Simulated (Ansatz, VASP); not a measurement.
MgCd2Se3 in VASP and in Ansatz

File INCAR:

```
ALGO     = Normal         # electronic algorithm
EDIFF    = 1E-6           # SCF threshold, eV
ENCUT    = 520            # plane-wave cutoff, eV
GGA      = PE             # functional
ISIF     = 2              # what is computed and relaxed
ISMEAR   = 0              # smearing method
LASPH    = True           # aspherical terms in the spheres
LCHARG   = True           # write CHGCAR
LELF     = True           # ELF
LREAL    = False          # projectors in reciprocal space
LVHAR    = True         
LWAVE    = False          # write WAVECAR
NBANDS   = 56             # bands
NELM     = 80             # most SCF steps
PREC     = Accurate       # precision mode
SIGMA    = 0.1            # smearing width, eV
```

The input KPOINTS:

```
k-points
0
Gamma
  6 6 1
```

The input POSCAR:

```
MgCd2Se3
1.0
    4.3435967081      0.0000000289      0.0000000000
   -2.1717983790      3.7616650786      0.0000000000
    0.0000000000      0.0000000000     21.1619990000
Mg Cd Se
2 4 6
Direct
    0.0000000000      0.0000000000      0.1691190000
    0.6666666667      0.3333333333      0.3283900000
    0.0000000000      0.0000000000      0.4950000000
    0.0000000000      0.0000000000      0.8353790000
    0.6666666667      0.3333333333      0.6651300000
    0.6666666667      0.3333333333      0.0059280000
    0.0000000000      0.0000000000      0.2918930000
    0.0000000000      0.0000000000      0.6219270000
    0.0000000000      0.0000000000      0.9624150000
    0.6666666667      0.3333333333      0.1328690000
    0.6666666667      0.3333333333      0.4515130000
    0.6666666667      0.3333333333      0.7921570000
```

Input for Ansatz:

```yaml
crystal:
  lattice:
    - [4.3435967081, 2.89e-08, 0.0]
    - [-2.171798379, 3.7616650786, 0.0]
    - [0.0, 0.0, 21.161999]
  atoms:
    - { symbol: Mg, position: [0.0, 0.0, 0.169119] }
    - { symbol: Mg, position: [0.6666666667, 0.3333333333, 0.32839] }
    - { symbol: Cd, position: [0.0, 0.0, 0.495] }
    - { symbol: Cd, position: [0.0, 0.0, 0.835379] }
    - { symbol: Cd, position: [0.6666666667, 0.3333333333, 0.66513] }
    - { symbol: Cd, position: [0.6666666667, 0.3333333333, 0.005928] }
    - { symbol: Se, position: [0.0, 0.0, 0.291893] }
    - { symbol: Se, position: [0.0, 0.0, 0.621927] }
    - { symbol: Se, position: [0.0, 0.0, 0.962415] }
    - { symbol: Se, position: [0.6666666667, 0.3333333333, 0.132869] }
    - { symbol: Se, position: [0.6666666667, 0.3333333333, 0.451513] }
    - { symbol: Se, position: [0.6666666667, 0.3333333333, 0.792157] }
basis:
  ecutwfc: 420
kpoints:
  mp_grid: { grid: [6, 6, 1] }
hamiltonian:
  xc: pbe
scf:
  occupations: { method: gaussian, width: 0.1 }
  lower_state_search: "off"
output:
  forces: true
  stress: true
  eigenvalues: true
```

Alike in both runs: task single point; functional PBE; k mesh 6 × 6 × 1; occupations gaussian, width 0.1 eV; no spin polarisation.

|  | VASP | Ansatz |
| --- | --- | --- |
| version | VASP 6.6.1 | Ansatz 0.2.0 |
| potentials or method | VASP PAW PBE potentials, release 64 (Mg, Cd, Se), cutoff 520 eV | scalar-relativistic, plane waves, PAW |
| valence electrons in the cell | 88 | 196 |

VASP gave:

```
gap on the k mesh at the Fermi level (eV) : 0.91
least direct gap on the mesh (eV)         : 0.91
pressure (GPa)                            : 0.2
rms of the force components (eV/Å)        : 0.007
```

What did Ansatz give for the same quantities?

gap on the k mesh at the Fermi level (eV): 0.91; least direct gap on the mesh (eV): 0.91; pressure (GPa): 0.0; rms of the force components (eV/Å): 0.000.

Atom by atom the forces differ by 0.007 eV/Å (rms over components). The functional is the same, so the differences come from potentials, cutoffs and numerics. VASP's potentials hold 88 valence electrons a cell and Ansatz's 196, so a difference there can come from the potentials and not from the codes.
